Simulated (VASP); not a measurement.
# ZnSnN2 (R-3m) in VASP: notebook, part 2 of 2

VASP 6.6.1.

## 3. Single point, r2SCAN

File POSCAR:

```
ZnSnN2
1.0
    1.5836871722      0.9143422152      5.1498174729
   -1.5836871722      0.9143422152      5.1498174729
    0.0000000000     -1.8286844304      5.1498174729
Zn Sn N
1 1 2
Direct
    1.0000000000      0.0000000000      0.0000000000
    0.5000000000      0.5000000000      0.5000000000
    0.2464698153      0.2464698153      0.2464698153
    0.7535301847      0.7535301847      0.7535301847
```

File INCAR.step1:

```
SYSTEM = ZnSnN2
ALGO = Normal
EDIFF = 1E-4
ENCUT = 520
GGA = PE
ISMEAR = 0
LASPH = .True.
LCHARG = .False.
LREAL = .False.
LWAVE = .True.
NBANDS = 26
NELM = 60
PREC = Accurate
SIGMA = 0.01
```

File INCAR.step2:

```
SYSTEM = ZnSnN2
ALGO = Normal
EDIFF = 1E-6
ENCUT = 520
ISIF = 2
ISMEAR = 0
ISTART = 1
LASPH = .True.
LCHARG = .False.
LMIXTAU = .True.
LREAL = .False.
LWAVE = .False.
METAGGA = R2SCAN
NBANDS = 26
NELM = 60
PREC = Accurate
SIGMA = 0.01
```

File KPOINTS:

```
k-points
0
Gamma
  8 8 8
  0 0 0
```

Potentials or basis: VASP PAW PBE potentials, release 64 (Zn, Sn_d, N).

On the command line:

```bash
$ cat potpaw_PBE.64/Zn/POTCAR potpaw_PBE.64/Sn_d/POTCAR potpaw_PBE.64/N/POTCAR > POTCAR
$ cp INCAR.step1 INCAR
$ mpirun -np 1 vasp_std > vasp.out
$ cp INCAR.step2 INCAR
$ mpirun -np 1 vasp_std > vasp.out
```

OUTCAR:

```text
SYSTEM = ZnSnN2
   EDIFF = 1E-6
   ENCUT = 520
   ISIF = 2
   ISMEAR = 0
   ISTART = 1
   LASPH = .True.
   LREAL = .False.
   METAGGA = R2SCAN
   NELM = 60
   PREC = Accurate

 ion  position               nearest neighbor table
   1  0.000  0.000  0.000-   4 2.27   4 2.27   3 2.27   3 2.27   4 2.27   3 2.27   2 3.16   2 3.16
                             2 3.16   2 3.16   2 3.16   2 3.16
   2  0.500  0.500  0.500-   3 2.21   3 2.21   4 2.21   4 2.21   3 2.21   4 2.21   1 3.16   1 3.16
                             1 3.16   1 3.16   1 3.16   1 3.16
   3  0.246  0.246  0.246-   2 2.21   2 2.21   2 2.21   1 2.27   1 2.27   1 2.27
   4  0.754  0.754  0.754-   2 2.21   2 2.21   2 2.21   1 2.27   1 2.27   1 2.27

  LATTYP: Found a trigonal (rhomboedric) cell.
 ALAT       =     5.4648610916
 COS(alpha) =     0.8320381927

  Lattice vectors:

 A1 = (   1.5836871722,   0.9143422152,   5.1498174729)
 A2 = (  -1.5836871722,   0.9143422152,   5.1498174729)
 A3 = (   0.0000000000,  -1.8286844304,   5.1498174729)

Analysis of symmetry for initial positions (statically):
=====================================================================
 Subroutine PRICEL returns:
 Original cell was already a primitive cell.

 Routine SETGRP: Setting up the symmetry group for a
 trigonal (rhombohedral) supercell.

 Subroutine GETGRP returns: Found 12 space group operations
 (whereof 12 operations were pure point group operations)
 out of a pool of 12 trial point group operations.

The static configuration has the point symmetry D_3d.

Analysis of symmetry for dynamics (positions and initial velocities):
=====================================================================
 Subroutine PRICEL returns:
 Original cell was already a primitive cell.

 Routine SETGRP: Setting up the symmetry group for a
 trigonal (rhombohedral) supercell.

 Subroutine GETGRP returns: Found 12 space group operations
 (whereof 12 operations were pure point group operations)
 out of a pool of 12 trial point group operations.
[... 119 lines left out ...]
   EFERMI =   0.00;   METHOD = LEGACY
   ISMEAR =     0;   SIGMA  =   0.01  broadening in eV -4-tet -1-fermi 0-gaus
   EFERMI_NEDOS =   21; number of points for ismear=-14 and -15
   IALGO  =     38    algorithm
   IMIX   =      4    mixing-type and parameters
     AMIX     =   0.40;   BMIX     =  1.00
     AMIX_MAG =   1.60;   BMIX_MAG =  1.00
  volume/ion in A,a.u.               =      11.19        75.48
  Fermi-wavevector in a.u.,A,eV,Ry     =   1.522656  2.877403 31.544870  2.318483
  Thomas-Fermi vector in A             =   2.631206
   LORBIT       =      0    0 simple, 1 ext, 2 COOP (PROOUT), +10 PAW based schemes
   METAGGA = R2SCAN    functional components
   LHFCALC =     F    Hartree Fock is set to
   AEXX    =    0.0000 exact exchange contribution
   IVDW    =     0    specifies the selected vdW correction
   LEPSILON=     F    determine dielectric tensor
   LRPA    =     F    only Hartree local field effects (RPA)
 non-spin polarized calculation
 Gauss-broadening in eV      SIGMA  =   0.01
  energy-cutoff  :      520.00
  volume of cell :       44.74
 maximum number of plane-waves:      1226
 NGX is ok and might be reduce to    42
   NGX = 21   NGY = 21   NGZ = 21

 number of electron      35.9999994 magnetization

 Free energy of the ion-electron system (eV)
  ---------------------------------------------------
  ext. energy  EPLUGINS =         0.00000000
  ---------------------------------------------------
  free energy    TOTEN  =       -51.35445200 eV

  energy without entropy =      -51.35445200  energy(sigma->0) =      -51.35445200

 E-fermi :   7.4416     XC(G=0): -13.2018

 val. band max:        7.3846692173   @ k =  -0.1250   0.2500   0.1250
 cond. band min:       8.6278230710   @ k =   0.0000   0.0000   0.0000
 fundamental gap:      1.2431538537
 Fermi energy:         7.4416355413

 k-point     1 :       0.0000    0.0000    0.0000
  band No.  band energies     occupation
      1     -14.2642      2.00000
      2     -14.2642      2.00000
      3     -14.2399      2.00000
      4     -14.0594      2.00000
      5     -14.0594      2.00000
      6     -10.0074      2.00000
[... 685 lines left out ...]
     25      17.8590      0.00000
     26      20.6349      0.00000

 [... further k-points ...]
[... 5 lines left out ...]
  --------------------------------------------------------------------------------------
  -------------------------------------------------------------------------------------
  Total        0.2469981      0.2469981      0.2167866      0.0000000     -0.0000000      0.0000000
  in kB        8.8446983      8.8446983      7.7628593      0.0000000     -0.0000000      0.0000000
  external PRESSURE =       8.4840853 kB  Pullay stress =       0.0000000 kB

 VOLUME and BASIS-vectors are now :
 -----------------------------------------------------------------------------
  energy-cutoff  :      520.00
  volume of cell :       44.74
      direct lattice vectors                 reciprocal lattice vectors
     1.583687172  0.914342215  5.149817473     0.315718918  0.182280402  0.064727213
    -1.583687172  0.914342215  5.149817473    -0.315718918  0.182280402  0.064727213
     0.000000000 -1.828684430  5.149817473     0.000000000 -0.364560804  0.064727213

 POSITION                                       TOTAL-FORCE (eV/Angst)
 -----------------------------------------------------------------------------------
      0.00000      0.00000      0.00000         0.000000      0.000000      0.000000
      0.00000      0.00000      7.72473         0.000000     -0.000000      0.000000
      0.00000      0.00000      3.80782         0.000000      0.000000      0.012453
      0.00000      0.00000     11.64163         0.000000      0.000000     -0.012453
 -----------------------------------------------------------------------------------
    total drift:                                0.000000      0.000000     -0.000000

  FREE ENERGIE OF THE ION-ELECTRON SYSTEM (eV)
  ---------------------------------------------------
  free  energy   TOTEN  =       -51.3544520031 eV

  energy  without entropy=      -51.3544520031  energy(sigma->0) =      -51.35445200
```

It took 11 min on 1 thread of AMD EPYC 7R13 (Zen 3), shared host; peak memory 0.3 GiB.

Results:

| Property | Result |
| --- | --- |
| Free energy | -51.3545 eV |
| Pressure | 0.8 GPa |
| Largest force | 0.012 eV/Å |
| Band gap on the k mesh | 1.24 eV (least direct gap 1.32 eV) |

Forces on the atoms (eV/Å):
```
Zn   0.000  0.000  0.000
Sn   0.000  0.000  0.000
N    0.000  0.000  0.012
N    0.000  0.000 -0.012
```

Levels at points of the mesh, in eV from the valence-band top:
```csv
k point,band 14,band 15,band 16,band 17,band 18,band 19,band 20,band 21,band 22,band 23
"(0.00, 0.00, 0.00)",-1.01,-1.01,-0.81,-0.17,-0.17,1.24,4.09,9.01,9.04,9.04
"(0.50, 0.00, 0.00)",-4.65,-2.66,-2.64,-2.16,-1.34,3.67,4.84,7.70,8.57,10.11
"(0.50, 0.50, 0.00)",-5.33,-3.21,-2.89,-0.10,-0.02,1.30,4.30,8.23,9.23,9.40
"(0.50, 0.50, 0.50)",-3.89,-0.64,-0.64,-0.58,-0.58,3.71,4.40,8.49,10.22,10.22
```

Caveat: the PAW data sets were made with another functional, which shifts forces and pressure a little; spin-orbit coupling is left out, which moves the levels of the heavy elements. A k mesh can miss the band edges.
